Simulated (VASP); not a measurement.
# Sn4P11 in VASP: notebook, part 2 of 2

VASP 6.6.1. Earlier steps stand in the parts before.

## Step 4: Single point, PBE

This run uses another cell than the first one, of 21.40 Å³/atom, 0.914 times its volume.

INCAR

```
PREC = Accurate ; ENCUT = 520
EDIFF = 1E-6 ; ISMEAR = -1
SIGMA = 0.2585 ; LREAL = Auto
LASPH = T ; NELM = 100
ALGO = Normal ; ISIF = 2
LWAVE = F ; LCHARG = T
GGA = PE ; LELF = T
LVHAR = T ; NBANDS = 68
ISYM = 0
```

KPOINTS

```
Automatic mesh
0
Gamma
  1 1 1
  0.25 0.25 0.25
```

POSCAR

```
Sn4P11
1.0
    6.9109540000     -0.1477090000      0.0559190000
   -0.1477090000      6.8279300000     -0.2761220000
    0.0559190000     -0.2761220000      6.8173210000
Sn P
4 11
Direct
    0.8747328166      0.5235668580     -0.0623530646
    0.4009545285      1.0096146677      0.5276895198
    0.9203267271      0.1761246616      0.5696189373
    0.2837126806      0.3315133904      0.8176867733
    0.1645269680      0.5714510102      0.1547264699
    0.5120915468      0.6784494909      0.7459713549
    0.1204200428      0.6169130505      0.4832030789
    0.5536640098      0.5338568022      0.0722822455
    0.8547850880      0.4917566269      0.3388733046
    0.0579304704      0.1101019548      0.1395274123
    0.6707418155      0.9720043144      0.7800023739
    0.1669977756      0.9453144277      0.8087681014
    0.2795150416      0.8976327326      0.1395382356
    0.6010199451      0.0115270922      0.1039979560
   -0.2186194933      0.7625489470      0.3066865304
```

Potentials or basis: VASP PAW PBE potentials, release 64 (Sn_d, P).

Run with:

```bash
$ cat potpaw_PBE.64/Sn_d/POTCAR potpaw_PBE.64/P/POTCAR > POTCAR
$ mpirun -np 1 vasp_std > vasp.out
```

OUTCAR:

```text
PREC = Accurate
   ENCUT = 520
   EDIFF = 1E-6
   ISMEAR = -1
   LREAL = Auto
   LASPH = T
   NELM = 100
   ISIF = 2
   GGA = PE
   ISYM = 0

 ion  position               nearest neighbor table
   1  0.875  0.524  0.938-   8 2.39   5 2.51   9 2.76  15 2.97   6 3.11   4 3.23   3 3.33
   2  0.401  0.010  0.528-  12 2.54  11 2.59  13 2.83   6 2.94   4 2.97  14 3.18   7 3.24   3 3.56
                             3 3.73
   3  0.920  0.176  0.570-  11 2.65   9 2.83  12 2.97  10 3.07   4 3.15   1 3.33  15 3.34   7 3.35
                             2 3.56   2 3.73
   4  0.284  0.332  0.818-  12 2.72   8 2.81   5 2.85   6 2.86   2 2.97  10 3.12   3 3.15   1 3.23

   5  0.165  0.571  0.155-   7 2.25  13 2.34   1 2.51   9 2.53   8 2.76   4 2.85
   6  0.512  0.678  0.746-  11 2.24   8 2.53   4 2.86   2 2.94   1 3.11
   7  0.120  0.617  0.483-   9 2.21   5 2.25  15 2.90   2 3.24   3 3.35
   8  0.554  0.534  0.072-   1 2.39   6 2.53  15 2.64   5 2.76   4 2.81   9 2.83
   9  0.855  0.492  0.339-  15 1.97   7 2.21   5 2.53   1 2.76   8 2.83   3 2.83
  10  0.058  0.110  0.140-  13 2.16  12 2.56   3 3.07   4 3.12
  11  0.671  0.972  0.780-   6 2.24  14 2.25   2 2.59   3 2.65
  12  0.167  0.945  0.809-  13 2.45   2 2.54  10 2.56   4 2.72   3 2.97
  13  0.280  0.898  0.140-  10 2.16  14 2.34   5 2.34  12 2.45   2 2.83
  14  0.601  0.012  0.104-  11 2.25  13 2.34  15 2.64   2 3.18
  15  0.781  0.763  0.307-   9 1.97   8 2.64  14 2.64   7 2.90   1 2.97   3 3.34

IMPORTANT INFORMATION: All symmetrisations will be switched off!
NOSYMM: (Re-)initialisation of all symmetry stuff for point group C_1.

----------------------------------------------------------------------------------------

                                     Primitive cell

  volume of cell :     321.0000

  direct lattice vectors                    reciprocal lattice vectors
     6.910954000 -0.147709000  0.055919000     0.144772439  0.003088908 -0.001062384
[... 124 lines left out ...]
   NGX = 25   NGY = 25   NGZ = 25

 number of electron     111.0000002 magnetization

 Free energy of the ion-electron system (eV)
  ---------------------------------------------------
  ext. energy  EPLUGINS =         0.00000000
  ---------------------------------------------------
  free energy    TOTEN  =       -67.84110022 eV

  energy without entropy =      -66.53864123  energy(sigma->0) =      -67.18987072

 E-fermi :   6.7294     XC(G=0):  -9.9373

 val. band max:        6.2796902032   @ k =   0.2500   0.2500   0.2500
 cond. band min:       6.7294584558   @ k =   0.2500   0.2500   0.2500
 fundamental gap:      0.4497682526
 Fermi energy:         6.7293583240

 k-point     1 :       0.2500    0.2500    0.2500
  band No.  band energies     occupation
      1     -15.0871      2.00000
      2     -15.0429      2.00000
      3     -15.0178      2.00000
      4     -15.0150      2.00000
      5     -14.9969      2.00000
      6     -14.9748      2.00000
[... 59 lines left out ...]
     66       9.3109      0.00009
     67       9.5955      0.00003
 [bands above 67 left out]

------------------------ aborting loop because EDIFF is reached ----------------------------------------

  FORCE on cell =-STRESS in cart. coord.  units (eV):
  Direction    XX          YY          ZZ          XY          YZ          ZX
  --------------------------------------------------------------------------------------
  -------------------------------------------------------------------------------------
  Total       11.8791058     12.2709614      2.6349662      1.4257970      4.7023501      2.3414632
  in kB       59.2910789     61.2469114     13.1516625      7.1164482     23.4704037     11.6867283
  external PRESSURE =      44.5632176 kB  Pullay stress =       0.0000000 kB

 VOLUME and BASIS-vectors are now :
 -----------------------------------------------------------------------------
  energy-cutoff  :      520.00
  volume of cell :      321.00
      direct lattice vectors                 reciprocal lattice vectors
     6.910954000 -0.147709000  0.055919000     0.144772439  0.003088908 -0.001062384
    -0.147709000  6.827930000 -0.276122000     0.003088908  0.146763460  0.005919025
     0.055919000 -0.276122000  6.817321000    -0.001062384  0.005919025  0.146933639

 POSITION                                       TOTAL-FORCE (eV/Angst)
 -----------------------------------------------------------------------------------
      6.02033      3.18677      6.29659         0.918092      0.295001     -2.221708
      2.79907     -0.13928      3.61719         0.591150      0.168574     -1.219057
      6.36617      0.90934      3.88611         0.122445     -0.066056     -0.663708
      1.95748      1.99586      5.49876         0.584583      0.350909      0.400272
      1.06128      3.83480      0.90623         0.953967     -0.200551      1.045274
      3.48054      4.35079      4.92683         0.511530     -0.346684      0.953079
      0.76811      4.06103      3.13054         0.325758      0.086553      0.337963
      3.75153      3.54340      0.37632        -1.958751      0.200063     -0.400211
      5.85369      3.13785      2.22222         0.737727     -4.147090      1.058972
      0.39189      0.70469      0.92404        -0.361062      0.724934      0.095493
      4.53551      6.32233      5.08664        -0.342187     -1.145470      1.088064
      1.05971      6.20656      5.26195        -1.393562     -1.228586      1.184851
      1.80693      6.04916      0.71905         0.530549      0.709510     -0.880625
      4.15773     -0.03879      0.73941         0.127223      0.744255     -0.101510
      5.30460      5.00653      1.92392        -1.347461      3.854638     -0.677149
 -----------------------------------------------------------------------------------
    total drift:                               -0.002978      0.004710      0.011040

  FREE ENERGIE OF THE ION-ELECTRON SYSTEM (eV)
  ---------------------------------------------------
  free  energy   TOTEN  =       -67.8411002172 eV

  energy  without entropy=      -66.5386412284  energy(sigma->0) =      -67.18987072
```

OSZICAR:

```text
N       E                     dE             d eps       ncg     rms          rms(c)
DAV:   1     0.123196796945E+04    0.12320E+04   -0.46314E+04   136   0.190E+03
DAV:   2     0.163320240012E+03   -0.10686E+04   -0.10347E+04   136   0.549E+02
DAV:   3    -0.482902276877E+02   -0.21161E+03   -0.20039E+03   156   0.196E+02
DAV:   4    -0.681062541362E+02   -0.19816E+02   -0.18898E+02   168   0.556E+01
DAV:   5    -0.690782773173E+02   -0.97202E+00   -0.95762E+00   184   0.120E+01    0.163E+01
DAV:   6    -0.679218223484E+02    0.11565E+01   -0.28930E+00   192   0.821E+00    0.920E+00
DAV:   7    -0.678434549452E+02    0.78367E-01   -0.12935E+00   168   0.516E+00    0.320E+00
DAV:   8    -0.678421836173E+02    0.12713E-02   -0.18188E-01   184   0.263E+00    0.985E-01
DAV:   9    -0.678412786637E+02    0.90495E-03   -0.24920E-02   176   0.851E-01    0.457E-01
DAV:  10    -0.678409432478E+02    0.33542E-03   -0.43962E-03   168   0.313E-01    0.179E-01
DAV:  11    -0.678410591127E+02   -0.11586E-03   -0.85381E-04   160   0.187E-01    0.542E-02
DAV:  12    -0.678410857573E+02   -0.26645E-04   -0.15487E-04   168   0.757E-02    0.313E-02
DAV:  13    -0.678410961608E+02   -0.10403E-04   -0.32066E-05   176   0.352E-02    0.123E-02
DAV:  14    -0.678410995378E+02   -0.33771E-05   -0.72884E-06   144   0.130E-02    0.521E-03
DAV:  15    -0.678411002172E+02   -0.67939E-06   -0.12762E-06   104   0.601E-03
   1 F= -.67841100E+02 E0= -.67189871E+02  d E =-.130246E+01
```

It took 31 s on 1 thread of Intel Xeon 6975P-C (Granite Rapids), shared host; peak memory 0.36 GiB.

What came out:

* Free energy: -67.8411 eV
* Pressure: 4.5 GPa
* Largest force: 4.343 eV/Å

Forces in eV/Å, atoms in the order of the input:
```
Sn   0.918  0.295 -2.222
Sn   0.591  0.169 -1.219
Sn   0.122 -0.066 -0.664
Sn   0.585  0.351  0.400
P    0.954 -0.201  1.045
P    0.512 -0.347  0.953
P    0.326  0.087  0.338
P   -1.959  0.200 -0.400
P    0.738 -4.147  1.059
P   -0.361  0.725  0.095
P   -0.342 -1.145  1.088
P   -1.394 -1.229  1.185
P    0.531  0.710 -0.881
P    0.127  0.744 -0.102
P   -1.347  3.855 -0.677
```

Caveat: the k points lie up to 0.92 Å⁻¹ apart; spin-orbit coupling is left out, which moves the levels of the heavy elements.
